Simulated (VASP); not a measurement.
AlCo: single point with PBE

AlCo:

```
CELL_PARAMETERS angstrom
2.89267 0.00000 0.00000
0.00000 2.89267 0.00000
0.00000 0.00000 2.89267
ATOMIC_POSITIONS crystal
Al 0.00000 0.00000 0.00000
Co 0.50000 0.50000 0.50000
```

| Property | Result |
| --- | --- |
| Program | VASP 6.6.1 |
| Task | single point |
| Functional | PBE |
| Potentials or basis | VASP PAW PBE potentials, release 64 (Al, Co) |
| Cutoff | 520 eV |
| k mesh | 10 × 10 × 10 |
| Occupations | gaussian, width 0.15 eV |
| Spin | collinear spin, ferromagnetic start |
| Starting moments | [0.0, 1.8] μB |
| Dipole correction | no |
| Further INCAR settings | ALGO = Normal; EDIFF = 1e-06; NBANDS = 17 |

```
Pressure                                              : -7.0 GPa
Band gap on the k mesh                                : zero (filled and empty bands overlap)
Net moment                                            : 0.00 μB per cell
Valence electrons inside the program's atomic spheres : Al 0.80; Co 8.37
```

Levels at points of the mesh, in eV from the Fermi level:
Spin up:
| k point | band 4 | band 5 | band 6 | band 7 | band 8 | band 9 |
| --- | --- | --- | --- | --- | --- | --- |
| (0.00, 0.00, 0.00) | -0.77 | -0.77 | -0.77 | 5.77 | 5.77 | 5.77 |
| (0.50, 0.00, 0.00) | -1.59 | -1.59 | -0.67 | 0.17 | 8.36 | 10.39 |
| (0.50, 0.50, 0.00) | -2.56 | -1.39 | -1.39 | -0.21 | 2.32 | 3.21 |
| (0.50, 0.50, 0.50) | -0.17 | -0.17 | 2.41 | 2.41 | 2.41 | 3.73 |
Spin down:
```csv
k point,band 4,band 5,band 6,band 7,band 8,band 9
"(0.00, 0.00, 0.00)",-0.77,-0.77,-0.77,5.77,5.77,5.77
"(0.50, 0.00, 0.00)",-1.59,-1.59,-0.67,0.17,8.36,10.39
"(0.50, 0.50, 0.00)",-2.56,-1.39,-1.39,-0.21,2.32,3.21
"(0.50, 0.50, 0.50)",-0.17,-0.17,2.41,2.41,2.41,3.73
```

It took 56 s on 1 thread of Intel Xeon 8259CL, on a shared host, peak memory 0.17 GiB.

Caveat: the cell stands under tension.
